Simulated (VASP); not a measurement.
# B2O (antifluorite type): single point with PBE

Crystal: B2O (antifluorite type).

```xyz
3
Lattice="0.0000 2.4670 2.4670 2.4670 0.0000 2.4670 2.4670 2.4670 0.0000" Properties=species:S:1:pos:R:3 pbc="T T T"
B     1.2335    1.2335    1.2335
B     3.7005    3.7005    3.7005
O     0.0000    0.0000    0.0000
```

```json
{"Program": "VASP 6.6.1", "Task": "single point", "Functional": "PBE", "Potentials or basis": "VASP PAW PBE potentials, release 64 (B, O)", "Cutoff": "520 eV", "k mesh": "38 × 38 × 38", "Occupations": "fermi-dirac, width 0.0612256 eV", "Spin": "no spin polarisation", "Dipole correction": "no", "Further INCAR settings": "ALGO = Normal; EDIFF = 1e-06; NBANDS = 13"}
```

```yaml
Pressure: -0.1 GPa
Band_gap_on_the_k_mesh: zero (bands 6 and 7 overlap by 0.97 eV)
```

Levels at points of the mesh, in eV from the Fermi level:
| k point | band 3 | band 4 | band 5 | band 6 | band 7 | band 8 | band 9 | band 10 |
| --- | --- | --- | --- | --- | --- | --- | --- | --- |
| (0.00, 0.00, 0.00) | -5.15 | -5.15 | -5.15 | -0.26 | -0.26 | -0.26 | 1.70 | 5.83 |
| (0.50, 0.00, 0.00) | -5.86 | -5.86 | -5.13 | 0.55 | 0.92 | 0.92 | 3.73 | 4.33 |
| (0.50, 0.50, 0.00) | -7.10 | -7.10 | -3.10 | -3.04 | 0.71 | 2.50 | 2.50 | 6.47 |

It took 3.5 min on 1 thread of Intel(R) Xeon(R) 6975P-C (Granite Rapids), on a shared host, peak memory 0.59 GiB.
